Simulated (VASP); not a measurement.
**BaSc2C2: single point with PBE**

BaSc2C2:

```
Ba Sc C
1.0
     4.30680    0.00000    0.00000
     0.00000    4.30680    0.00000
     0.00000    0.00000    5.91335
Ba Sc C
1 2 2
Cartesian
  0.0000 0.0000 0.0000
  2.1534 0.0000 2.9567
  0.0000 2.1534 2.9567
  2.1534 2.1534 4.7472
  2.1534 2.1534 1.1662
```

```yaml
Program: VASP 6.6.1
Task: single point
Functional: PBE
Potentials_or_basis: VASP PAW PBE potentials, release 64 (Ba_sv, Sc_sv, C)
Cutoff: 520 eV
k_mesh: 4 × 4 × 4
Occupations: gaussian, width 0.1 eV
Spin: collinear spin, ferromagnetic start
Starting_moments: "[0.0, 0.0, 0.0, 1.0, 1.0] μB"
Dipole_correction: no
Further_INCAR_settings: ALGO = Normal; EDIFF = 1e-06; NBANDS = 32
```

```json
{
  "Pressure": "-12.0 GPa",
  "Largest force": "1.234 eV/Å",
  "Band gap on the k mesh": "zero (filled and empty bands overlap)",
  "Net moment": "0.00 μB per cell",
  "Valence electrons inside the program's atomic spheres": "Ba 7.96; Sc 9.30; C 2.08"
}
```

Forces in eV/Å, atoms in the order of the input:
```
Ba   0.000  0.000  0.000
Sc   0.000  0.000  0.000
Sc   0.000  0.000  0.000
C    0.000  0.000 -1.234
C    0.000  0.000  1.234
```

Stress tensor (GPa, compression positive):
```
 -9.00   0.00   0.00
  0.00  -9.00   0.00
  0.00   0.00 -17.85
```

Levels at points of the mesh, in eV from the Fermi level:
Spin up:
```tsv
k point	band 17	band 18	band 19	band 20	band 21	band 22	band 23	band 24
(0.00, 0.00, 0.00)	-1.00	-1.00	-0.28	-0.28	-0.05	0.84	1.08	2.27
(0.50, 0.00, 0.00)	-1.15	-0.78	-0.30	-0.23	1.21	1.22	1.75	1.88
(0.50, 0.50, 0.00)	-1.83	-0.73	-0.73	-0.05	0.48	0.55	0.55	1.51
(0.00, 0.00, 0.50)	-1.05	-1.03	-0.57	-0.03	0.06	0.06	1.93	2.17
(0.50, 0.00, 0.50)	-1.37	-1.17	-0.04	0.05	0.10	0.89	1.02	1.54
(0.50, 0.50, 0.50)	-1.60	-0.60	-0.60	-0.49	0.65	0.65	1.32	1.55
```
Spin down:
```
           k point  band 18  band 19  band 20  band 21  band 22  band 23
(0.00, 0.00, 0.00)    -1.00    -0.28    -0.28    -0.05     0.84     1.08
(0.50, 0.00, 0.00)    -0.78    -0.30    -0.23     1.21     1.22     1.75
(0.50, 0.50, 0.00)    -0.73    -0.73    -0.05     0.48     0.55     0.55
(0.00, 0.00, 0.50)    -1.03    -0.57    -0.03     0.06     0.06     1.93
(0.50, 0.00, 0.50)    -1.17    -0.04     0.04     0.10     0.89     1.02
(0.50, 0.50, 0.50)    -0.60    -0.60    -0.49     0.65     0.65     1.32
```

Run time: 55 s on 1 thread of Intel(R) Xeon(R) 6975P-C (Granite Rapids), with other jobs on the host, peak memory 0.31 GiB.

Caveat: the k points lie up to 0.36 Å⁻¹ apart; spin-orbit coupling is left out, which moves the levels of the heavy elements; forces of over 1 eV/Å act on the atoms, so gaps and moduli don't describe the material at rest.
